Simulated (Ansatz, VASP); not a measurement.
Au in VASP and in Ansatz

```
CELL_PARAMETERS angstrom
1.48987 -2.69821 0.00000
1.48987 2.69821 0.00000
0.00000 0.00000 4.39072
ATOMIC_POSITIONS crystal
Au 0.66533 0.33467 0.25000
Au 0.33467 0.66533 0.75000
```

Alike in both runs: task single point; functional PBEsol; k mesh 22 × 22 × 12; occupations gaussian, width 0.15 eV; no spin polarisation.

```csv
,VASP,Ansatz
version,VASP 6.6.1,Ansatz 0.2.0
potentials or method,"VASP PAW PBE potentials, release 64 (Au), cutoff 520 eV","scalar-relativistic, plane waves, PAW"
valence electrons in the cell,22,38
```

|  | VASP | Ansatz | Ansatz less VASP |
| --- | --- | --- | --- |
| gap on the k mesh at the Fermi level (eV) | none | none | - |
| pressure (GPa) | -2.7 | -2.5 | +0.22 |
| traceless stress, the component that is largest in VASP (GPa) | 6.27 | 6.32 | +0.052 |
| rms of the force components (eV/Å) | 0.054 | 0.054 | +0.0002 |

VASP's potentials were made for PBE, not for PBEsol. Atom by atom the forces differ by 0.000 eV/Å (rms over components). A gap of «none» marks a metal or a gap that the smearing closes. The functional is the same, so the differences come from potentials, cutoffs and numerics. VASP's potentials hold 22 valence electrons a cell and Ansatz's 38, so a difference there can come from the potentials and not from the codes.

Neither program's run includes spin-orbit coupling.
